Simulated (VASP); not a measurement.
Write the native input for VASP 6.6.1 that does the following.

```
Task                   : single point
Functional             : PBE
Potentials or basis    : VASP PAW PBE potentials, release 64 (Cu, O)
Cutoff                 : 520 eV
k mesh                 : 9 × 9 × 5
Occupations            : fermi-dirac, width 0.05 eV
Spin                   : no spin polarisation
Dipole correction      : no
Further INCAR settings : ALGO = Normal; EDIFF = 1e-06; NBANDS = 25
```

The structure of CuO lies in POSCAR:

```
CuO
1.0
    3.3525118693      0.0000000000      0.0000000000
   -1.6762559295      2.9033604405      0.0000000000
    0.0000000000      0.0000000000      5.4906403963
Cu O
2 2
Direct
    0.6666666667      0.3333333333      0.0000000000
    0.3333333333      0.6666666667      0.5000000000
    0.6666666667      0.3333333333      0.6252000000
    0.3333333333      0.6666666667      0.1252000000
```

One way to write it, as run:

INCAR

```
SYSTEM = CuO
PREC = Accurate
ENCUT = 520
EDIFF = 1E-6
ISMEAR = -1
SIGMA = 0.05
LREAL = .False.
LASPH = .True.
NELM = 60
ALGO = Normal
ISIF = 2
LWAVE = .False.
LCHARG = .False.
GGA = PE
NBANDS = 25
```

KPOINTS

```
regular mesh
0
Gamma
  9 9 5
  0 0 0
```

Potentials or basis: VASP PAW PBE potentials, release 64 (Cu, O).

Launch:

```bash
$ cat potpaw_PBE.64/Cu/POTCAR potpaw_PBE.64/O/POTCAR > POTCAR
$ mpirun -np 1 vasp_std > vasp.out
```

It gave:

The pressure is -13.4 GPa, the largest force is 0.051 eV/Å and the band gap on the k mesh is zero (bands 17 and 18 overlap by 1.22 eV).

Caveat: the cell stands under tension; semilocal functionals often make such compounds metallic where correlation or magnetic order opens a gap, which also shifts bond lengths.

Run time: 45 s on 1 thread of AMD EPYC 7R13 Processor (Zen 3) (shared host), peak memory 0.16 GiB.
